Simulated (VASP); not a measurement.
Here is a VASP 6.6.1 calculation.

File INCAR:

```
  ALGO = Fast
  EDIFF = 1E-7
  EDIFFG = -0.01
  ENCUT = 600
  GGA = PE
  IBRION = 2
  ISIF = 3
  ISMEAR = -1
  LASPH = T
  LCHARG = F
  LREAL = F
  LWAVE = F
  NELM = 60
  NSW = 60
  PREC = Accurate
  PSTRESS = 50.0
  SIGMA = 0.05
```

File KPOINTS:

```
k-points
0
Gamma
  9 9 9
```

File POSCAR:

```
AlRu
1.0
    2.9916000000      0.0000000000      0.0000000000
    0.0000000000      2.9916000000      0.0000000000
    0.0000000000      0.0000000000      2.9916000000
Ru Al
1 1
Direct
    0.5000000000      0.5000000000      0.5000000000
    0.0000000000      0.0000000000      0.0000000000
```

Potentials or basis: VASP PAW PBE potentials, release 64 (Ru_pv, Al).

Launch:

```bash
$ cat potpaw_PBE.64/Ru_pv/POTCAR potpaw_PBE.64/Al/POTCAR > POTCAR
$ mpirun -np 1 vasp_std > vasp.out
```

Predict the relaxed cell.

a = 2.980 Å, b = 2.980 Å, c = 2.980 Å, α = 90.00°, β = 90.00°, γ = 90.00°.

What does it give for the space group after relaxing (to 0.05 Å)?

Pm-3m (No. 221).

Predict the relaxed volume.

13.23 Å³/atom.

The path:
| step | energy change (eV) | largest force (eV/Å) | pressure (GPa) | volume (Å³) |
| --- | --- | --- | --- | --- |
| 1 | 0.0000 | 0.0000 | 2.52 | 26.77 |
| 2 | 0.0291 | 0.0000 | 9.44 | 25.98 |
| 3 | 0.0071 | 0.0000 | 4.97 | 26.47 |

Caveat: the cell is relaxed towards a set pressure, so the enthalpy falls and the energy may rise.
